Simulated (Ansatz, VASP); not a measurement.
# One calculation of MoS2, two programs

Contents of INCAR:

```
SYSTEM = MoS2
PREC = Accurate
ENCUT = 500
EDIFF = 1E-6
ISMEAR = 0
SIGMA = 0.05
LREAL = .False.
LASPH = .True.
NELM = 120
ALGO = Normal
ISIF = 2
LWAVE = .False.
LCHARG = .False.
GGA = PE
IVDW = 12
NBANDS = 20
GGA_COMPAT = .False.
```

File KPOINTS:

```
Automatic mesh
0
Gamma
  12 12 4
  0 0 0
```

The input POSCAR:

```
MoS2
1.0
    3.2381765630      0.0000000000      0.0000000000
   -1.6190882815      2.8043431655      0.0000000000
    0.0000000000      0.0000000000      6.2856245265
Mo S
1 2
Direct
    0.0000000000      0.0000000000      0.0000000000
    0.3333333333      0.6666666667      0.2232580192
    0.3333333333      0.6666666667      0.7767419808
```

Input for Ansatz:

```yaml
crystal:
  lattice:
    - [3.238176563, 0.0, 0.0]
    - [-1.6190882815, 2.8043431655, 0.0]
    - [0.0, 0.0, 6.2856245265]
  atoms:
    - { symbol: Mo, position: [0.0, 0.0, 0.0] }
    - { symbol: S, position: [0.3333333333, 0.6666666667, 0.2232580192] }
    - { symbol: S, position: [0.3333333333, 0.6666666667, 0.7767419808] }
basis:
  ecutwfc: 420
kpoints:
  mp_grid: { grid: [12, 12, 4] }
hamiltonian:
  xc: pbe
  dispersion: d3bj
scf:
  occupations: { method: gaussian, width: 0.05 }
output:
  forces: true
  stress: true
  eigenvalues: true
```

Alike in both runs: task single point; functional PBE; dispersion D3(BJ); k mesh 12 × 12 × 4; occupations gaussian, width 0.05 eV; no spin polarisation.

|  | VASP | Ansatz |
| --- | --- | --- |
| version | VASP 6.6.1 | Ansatz 0.2.0 |
| potentials or method | VASP PAW PBE potentials, release 64 (Mo_sv, S), cutoff 500 eV | scalar-relativistic, plane waves, PAW |
| valence electrons in the cell | 26 | 26 |

|  | VASP | Ansatz | Ansatz less VASP |
| --- | --- | --- | --- |
| gap on the k mesh at the Fermi level (eV) | none | none | - |
| pressure (GPa) | 9.0 | 9.2 | +0.19 |
| traceless stress, the component that is largest in VASP (GPa) | 13.55 | 13.58 | +0.031 |
| rms of the force components (eV/Å) | 1.337 | 1.348 | +0.0105 |

Atom by atom the forces differ by 0.011 eV/Å (rms over components). A gap of «none» marks a metal or a gap that the smearing closes.
